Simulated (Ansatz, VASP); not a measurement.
**Two plane-wave programs on CaF2**

```
Ca F
1.0
     0.00000    2.75551    2.75551
     2.75551    0.00000    2.75551
     2.75551    2.75551    0.00000
Ca F
1 2
Direct
  0.00000 0.00000 0.00000
  0.25000 0.25000 0.25000
  0.75000 0.75000 0.75000
```

Alike in both runs: functional PBE; k mesh 8 × 8 × 8; occupations gaussian, width 0.02 eV; no spin polarisation.

Ansatz relaxed the structure, and its values are those at the end. VASP's run is a single point on that final structure, the one shown.

|  | VASP | Ansatz |
| --- | --- | --- |
| version | VASP 6.6.1 | Ansatz 0.2.0 |
| potentials or method | VASP PAW PBE potentials, release 64 (Ca_sv, F), cutoff 600 eV | scalar-relativistic, plane waves, PAW |
| valence electrons in the cell | 24 | 24 |

Ansatz gave:

```
gap on the k mesh at the Fermi level (eV) : 7.14
least direct gap on the mesh (eV)         : 7.39
pressure (GPa)                            : 0.0
```

Q: Estimate VASP's values.

A: gap on the k mesh at the Fermi level (eV): 7.12; least direct gap on the mesh (eV): 7.37; pressure (GPa): 0.2.
